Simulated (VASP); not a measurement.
# Si (Fd-3m) in VASP: notebook

The runs below take Si through vibrations by perturbation theory, elastic constants, with PBEsol.

All numbers are computed with VASP 6.6.1; they aren't measurements. Logs are shortened: lines on timing, memory, paths and dates and some standing lists are left out, and cuts for length are marked.

## Step 1: The cell of the first run

It takes space group Fd-3m (No. 227, cubic). Conventional cell: a = 5.434 Å, b = 5.434 Å, c = 5.434 Å, α = 90.00°, β = 90.00°, γ = 90.00°. Si (site symmetry -43m) has 4 Si at 2.35 Å within 3.1 Å.

## Step 2: Vibrations by perturbation theory, PBEsol

INCAR reads:

```
ALGO     = Normal         # electronic algorithm
EDIFF    = 1E-8           # SCF threshold, eV
ENCUT    = 520            # plane-wave cutoff, eV
GGA      = PS             # functional
IBRION   = 8              # ionic algorithm
ISIF     = 2              # what is computed and relaxed
ISMEAR   = 0              # smearing method
LASPH    = T              # aspherical terms in the spheres
LCHARG   = T              # write CHGCAR
LEPSILON = T              # dielectric tensor by DFPT
LREAL    = F              # projectors in reciprocal space
LWAVE    = F              # write WAVECAR
NBANDS   = 11             # bands
NELM     = 100            # most SCF steps
NSW      = 1              # ionic steps
PREC     = Accurate       # precision mode
SIGMA    = 0.01           # smearing width, eV
```

KPOINTS reads:

```
k-points
0
Gamma
  12 12 12
```

POSCAR reads:

```
Si
1.0
    0.0000000000      2.7168139362      2.7168139362
    2.7168139362      0.0000000000      2.7168139362
    2.7168139362      2.7168139362      0.0000000000
Si
2
Direct
    0.7500000000      0.7500000000      0.7500000000
    0.5000000000      0.5000000000      0.5000000000
```

Potentials or basis: VASP PAW PBE potentials, release 64 (Si).

Run with:

```console
$ cat potpaw_PBE.64/Si/POTCAR > POTCAR
$ mpirun -np 1 vasp_std > vasp.out
```

OUTCAR:

```text
EDIFF = 1E-8
   ENCUT = 520
   GGA = PS
   IBRION = 8
   ISIF = 2
   ISMEAR = 0
   LASPH = T
   LEPSILON = T
   LREAL = F
   NELM = 100
   NSW = 1
   PREC = Accurate

 ion  position               nearest neighbor table
   1  0.750  0.750  0.750-   2 2.35   2 2.35   2 2.35   2 2.35
   2  0.500  0.500  0.500-   1 2.35   1 2.35   1 2.35   1 2.35

  LATTYP: Found a face centered cubic cell.
 ALAT       =     5.4336278724

  Lattice vectors:

 A1 = (   0.0000000000,   2.7168139362,   2.7168139362)
 A2 = (   2.7168139362,   0.0000000000,   2.7168139362)
 A3 = (   2.7168139362,   2.7168139362,   0.0000000000)

Analysis of symmetry for initial positions (statically):
=====================================================================
 Subroutine PRICEL returns:
 Original cell was already a primitive cell.

 Routine SETGRP: Setting up the symmetry group for a
 face centered cubic supercell.

 Subroutine GETGRP returns: Found 48 space group operations
 (whereof 24 operations were pure point group operations)
 out of a pool of 48 trial point group operations.

The static configuration has the point symmetry T_d .
 The point group associated with its full space group is O_h .

Analysis of symmetry for dynamics (positions and initial velocities):
=====================================================================
 Subroutine PRICEL returns:
 Original cell was already a primitive cell.

 Routine SETGRP: Setting up the symmetry group for a
 face centered cubic supercell.

 Subroutine GETGRP returns: Found 48 space group operations
 (whereof 24 operations were pure point group operations)
 out of a pool of 48 trial point group operations.

The dynamic configuration has the point symmetry T_d .
 The point group associated with its full space group is O_h .

 Subroutine INISYM returns: Found 48 space group operations
 (whereof 24 operations are pure point group operations),
 and found     1 'primitive' translations

----------------------------------------------------------------------------------------

                                     Primitive cell

  volume of cell :      40.1060

  direct lattice vectors                    reciprocal lattice vectors
     0.000000000  2.716813936  2.716813936    -0.184039103  0.184039103  0.184039103
     2.716813936  0.000000000  2.716813936     0.184039103 -0.184039103  0.184039103
     2.716813936  2.716813936  0.000000000     0.184039103  0.184039103 -0.184039103

  length of vectors
     3.842155115  3.842155115  3.842155115     0.318765077  0.318765077  0.318765077

  position of ions in fractional coordinates (direct lattice)
     0.750000000  0.750000000  0.750000000
     0.500000000  0.500000000  0.500000000

  ion indices of the primitive-cell ions
   primitive index   ion index
                 1           1
                 2           2

----------------------------------------------------------------------------------------

 KPOINTS: k-points

Automatic generation of k-mesh.
 Grid dimensions read from file:
 generate k-points for:   12   12   12

 Generating k-lattice:

  Cartesian coordinates                     Fractional coordinates (reciprocal lattice)
    -0.015336592  0.015336592  0.015336592     0.083333333  0.000000000  0.000000000
[... 479 lines left out ...]
          14.221964    -0.000000     0.000000
           0.000000    14.221964    -0.000000
           0.000000    -0.000000    14.221964
 ------------------------------------------------------

 Free energy of the ion-electron system (eV)
  ---------------------------------------------------
  ---------------------------------------------------
  free energy    TOTEN  =        -1.47379123 eV

  energy without entropy =       -1.47379123

------------------------ aborting loop because EDIFF is reached ----------------------------------------

--------------------------------------- Ionic step        2  -------------------------------------------

------------------------ aborting loop because EDIFF is reached ----------------------------------------

--------------------------------------- Ionic step        3  -------------------------------------------

------------------------ aborting loop because EDIFF is reached ----------------------------------------

 PIEZOELECTRIC TENSOR FIELD DIRECTION 3  (e Angst)
 -----------------------------------------------------------------------------
     0.00115 -0.00000  0.00000           (  0.00000 -0.00000  0.00000)
    -0.00000  0.00115  0.00000           ( -0.00000  0.00000  0.00000)
     0.00000  0.00000 -0.00718           (  0.00000  0.00000  0.00000)

 PIEZOELECTRIC TENSOR FIELD DIRECTION 3  (C/m^2)
 -----------------------------------------------------------------------------
     0.00046 -0.00000  0.00000
    -0.00000  0.00046  0.00000
     0.00000  0.00000 -0.00287

--------------------------------------- Ionic step        4  -------------------------------------------

 Free energy of the ion-electron system (eV)
  ---------------------------------------------------
  ---------------------------------------------------
  free energy    TOTEN  =        -0.01728346 eV

  energy without entropy =       -0.01728346

------------------------ aborting loop because EDIFF is reached ----------------------------------------

 INTERNAL STRAIN TENSOR  FOR ION    1  DIRECTION 1   (eV/Angst):
 -----------------------------------------------------------------------------
     0.00314  0.00000  0.00000
     0.00000 -0.00083 -9.61017
     0.00000 -9.61017 -0.00083

 MACROSCOPIC STATIC DIELECTRIC TENSOR (including local field effects in DFT)
 ------------------------------------------------------
          13.491400     0.000000    -0.000000
          -0.000000    13.491400     0.000000
           0.000000     0.000000    13.491400
 ------------------------------------------------------

 PIEZOELECTRIC TENSOR (including local field effects)  for field in x, y, z        (e  Angst)
          XX          YY          ZZ          XY          YZ          ZX
  --------------------------------------------------------------------------------
  x    -0.00000     0.00000    -0.00000     0.00000     0.00000     0.00000
  y    -0.00000    -0.00000    -0.00000     0.00000     0.00000     0.00000
  z     0.00000    -0.00000    -0.00000     0.00000     0.00000     0.00000

 PIEZOELECTRIC TENSOR (including local field effects)  for field in x, y, z        (C/m^2)
          XX          YY          ZZ          XY          YZ          ZX
  --------------------------------------------------------------------------------
  x    -0.00000     0.00000    -0.00000     0.00000     0.00000     0.00000
  y    -0.00000    -0.00000    -0.00000     0.00000     0.00000     0.00000
  z     0.00000    -0.00000    -0.00000     0.00000     0.00000     0.00000

 BORN EFFECTIVE CHARGES (including local field effects) (in |e|, cummulative output)
 ---------------------------------------------------------------------------------
 ion    1
    1    -0.00000     0.00000     0.00000
    2     0.00000    -0.00000     0.00000
    3     0.00000     0.00000    -0.00000
 ion    2
    1     0.00000     0.00000     0.00000
    2     0.00000     0.00000     0.00000
    3     0.00000     0.00000     0.00000

 INTERNAL STRAIN TENSOR FOR ION    2 for displacements in x,y,z  (eV/Angst):
          X           Y           Z          XY          YZ          ZX
  --------------------------------------------------------------------------------
  x     0.00000     0.00000     0.00000     0.00000     9.61017     0.00000
  y     0.00000     0.00000     0.00000     0.00000     0.00000     9.61017
  z     0.00000     0.00000     0.00000     9.61017     0.00000     0.00000

 SECOND DERIVATIVES (NOT SYMMETRIZED)
 ------------------------------------
               1X          1Y          1Z          2X          2Y          2Z
  1X   -13.379765    0.000000    0.000000   13.379765    0.000000    0.000000
  1Y     0.000000  -13.379765    0.000000    0.000000   13.379765    0.000000
  1Z     0.000000    0.000000  -13.379765    0.000000    0.000000   13.379765
  2X    13.379765    0.000000    0.000000  -13.379765    0.000000    0.000000
  2Y     0.000000   13.379765    0.000000    0.000000  -13.379765    0.000000
  2Z     0.000000    0.000000   13.379765    0.000000    0.000000  -13.379765

 Eigenvectors and eigenvalues of the dynamical matrix
 ----------------------------------------------------

   1 f  =   15.259938 THz    95.881015 2PiTHz  509.016725 cm-1    63.110002 meV
             X         Y         Z           dx          dy          dz
      4.075221  4.075221  4.075221     0.000000   -0.707107    0.000000
      2.716814  2.716814  2.716814     0.000000    0.707107    0.000000
[... 21 lines left out ...]
   6 f  =    0.000000 THz     0.000000 2PiTHz    0.000000 cm-1     0.000000 meV
             X         Y         Z           dx          dy          dz
      4.075221  4.075221  4.075221     0.000000    0.000000    0.707107
      2.716814  2.716814  2.716814     0.000000    0.000000    0.707107

--------------------------------------------------------------------------------------------------------

 MACROSCOPIC STATIC DIELECTRIC TENSOR IONIC CONTRIBUTION
 ------------------------------------------------------
           0.000000     0.000000     0.000000
           0.000000     0.000000     0.000000
           0.000000     0.000000     0.000000
 ------------------------------------------------------

 ELASTIC MODULI CONTR FROM IONIC RELAXATION (kBar)
 Direction    XX          YY          ZZ          XY          YZ          ZX
 --------------------------------------------------------------------------------
 XX           0.0000      0.0000      0.0000      0.0000      0.0000      0.0000
 YY           0.0000      0.0000      0.0000      0.0000      0.0000      0.0000
 ZZ           0.0000      0.0000      0.0000      0.0000      0.0000      0.0000
 XY           0.0000      0.0000      0.0000   -275.7496      0.0000      0.0000
 YZ           0.0000      0.0000      0.0000      0.0000   -275.7496      0.0000
 ZX           0.0000      0.0000      0.0000      0.0000      0.0000   -275.7496
 --------------------------------------------------------------------------------

 PIEZOELECTRIC TENSOR IONIC CONTR  for field in x, y, z        (C/m^2)
          XX          YY          ZZ          XY          YZ          ZX
  --------------------------------------------------------------------------------
  x     0.00000     0.00000     0.00000     0.00000     0.00000     0.00000
  y     0.00000     0.00000     0.00000     0.00000     0.00000     0.00000
  z     0.00000     0.00000     0.00000     0.00000     0.00000     0.00000
```

Run time: 8.1 min. Hardware: 1 thread of Intel Xeon Platinum 8259CL at 2.50GHz (Skylake/Cascade Lake), shared host; peak memory 0.38 GiB.

Results:

* Electronic dielectric tensor (diagonal): 13.49
* Born charges (mean of the diagonal): Si +0.00 e
* Highest phonon frequency at Γ: 509 cm⁻¹

Phonon frequencies in cm⁻¹ (negative: imaginary):
| q point | frequencies |
| --- | --- |
| (0.000, 0.000, 0.000) | 0 0 0 509 509 509 |

Electronic dielectric tensor:
```
13.49  0.00  0.00
 0.00 13.49  0.00
 0.00  0.00 13.49
```

Born effective charge tensors (e):
atom 1, Si
```
0.00 0.00 0.00
0.00 0.00 0.00
0.00 0.00 0.00
```
atom 2, Si
```
0.00 0.00 0.00
0.00 0.00 0.00
0.00 0.00 0.00
```

Caveat: the PAW data sets were made with another functional, which shifts forces and pressure a little.

## Step 3: Elastic constants, PBEsol

INCAR reads:

```
PREC = Accurate ; ENCUT = 600
EDIFF = 1E-8 ; ISMEAR = 0
SIGMA = 0.01 ; LREAL = F
LASPH = T ; NELM = 60
ALGO = Normal ; ISIF = 3
LWAVE = F ; LCHARG = F
GGA = PS ; NBANDS = 11
IBRION = 6 ; NFREE = 2
POTIM = 0.015 ; NSW = 1
```

KPOINTS reads:

```
regular mesh
0
Gamma
  12 12 12
```

POSCAR is that of step 2.

Potentials or basis: VASP PAW PBE potentials, release 64 (Si).

Run with:

```console
$ cat potpaw_PBE.64/Si/POTCAR > POTCAR
$ mpirun -np 1 vasp_std > vasp.out
```

Run time: 13 min. Hardware: 1 thread of Intel Xeon Platinum 8259CL at 2.50GHz (Skylake/Cascade Lake), shared host; peak memory 0.46 GiB.

Results (log left out):

```yaml
Elastic_constants_C11_C12_C44: 157, 63, 74 GPa
Voigt_bulk_modulus: 94 GPa
Highest_phonon_frequency_at_Γ: 509 cm⁻¹
```

Phonon frequencies in cm⁻¹ (negative: imaginary):
| q point | frequencies |
| --- | --- |
| (0.000, 0.000, 0.000) | 0 0 0 509 509 509 |

Elastic tensor in Voigt notation (GPa, in the Cartesian axes of the cell as first typed):
```
157  63  63   0   0   0
 63 157  63   0   0   0
 63  63 157   0   0   0
  0   0   0  74   0   0
  0   0   0   0  74   0
  0   0   0   0   0  74
```

Clamped-ion elastic tensor (GPa):
```
157  63  63   0   0   0
 63 157  63   0   0   0
 63  63 157   0   0   0
  0   0   0 103   0   0
  0   0   0   0 103   0
  0   0   0   0   0 103
```

Caveat: the PAW data sets were made with another functional, which shifts forces and pressure a little.
